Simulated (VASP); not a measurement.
Set up this calculation in VASP 6.6.1, as the native input.

```yaml
Task: single point
Functional: PBEsol
Potentials_or_basis: VASP PAW PBE potentials, release 64 (Sn_d, Se)
Cutoff: 520 eV
k_mesh: 2 × 2 × 2, shifted
Occupations: gaussian, width 0.1 eV
Spin: no spin polarisation
Dipole_correction: no
Further_INCAR_settings: LREAL = Auto; ALGO = Normal; EDIFF = 1e-06; NBANDS = 94; ISYM = 0
```

The structure of SnSe lies in POSCAR:

```
SnSe
1.0
    2.1550000000      5.8525000000     -4.3180000000
    2.1550000000      5.8525000000      4.3180000000
    8.6200000000      0.0000000000      0.0000000000
Sn Se
8 8
Direct
    0.4950000000      0.7450000000      0.4400000000
    0.9950000000      0.2450000000      0.4400000000
    0.4950000000      0.7450000000      0.9400000000
    0.9950000000      0.2450000000      0.9400000000
    0.0050000000      0.7550000000      0.0600000000
    0.5050000000      0.2550000000      0.0600000000
    0.0050000000      0.7550000000      0.5600000000
    0.5050000000      0.2550000000      0.5600000000
    0.7310000000      0.9810000000      0.3220000000
    0.2310000000      0.4810000000      0.3220000000
    0.7310000000      0.9810000000      0.8220000000
    0.2310000000      0.4810000000      0.8220000000
    0.7690000000      0.5190000000      0.1780000000
    0.2690000000      0.0190000000      0.1780000000
    0.7690000000      0.5190000000      0.6780000000
    0.2690000000      0.0190000000      0.6780000000
```

One way to write it, as run:

INCAR

```
SYSTEM = SnSe
  PREC = Accurate
  ENCUT = 520
  EDIFF = 1E-6
  ISMEAR = 0
  SIGMA = 0.1
  LREAL = Auto
  LASPH = .True.
  NELM = 80
  ALGO = Normal
  ISIF = 2
  LWAVE = .False.
  LCHARG = .False.
  GGA = PS
  NBANDS = 94
  ISYM = 0
```

KPOINTS

```
Automatic mesh
0
Gamma
  2 2 2
  0.5 0.5 0.5
```

Potentials or basis: VASP PAW PBE potentials, release 64 (Sn_d, Se).

Launch:

```bash
$ cat potpaw_PBE.64/Sn_d/POTCAR potpaw_PBE.64/Se/POTCAR > POTCAR
$ mpirun -np 1 vasp_std > vasp.out
```

It gave:

```yaml
Pressure: -3.2 GPa
Largest_force: 0.292 eV/Å
Band_gap_on_the_k_mesh: 0.68 eV
```

Caveat: the cell stands under tension; semilocal functionals underestimate gaps, and a narrow one can read as zero; the PAW data sets were made with another functional, which shifts forces and pressure a little; spin-orbit coupling is left out, which moves the levels of the heavy elements; a shifted mesh leaves out Γ, where band edges can lie.

Run time: 3.4 min on 1 thread of Intel(R) Xeon(R) Platinum 8488C (Sapphire Rapids) (shared host), peak memory 0.48 GiB.
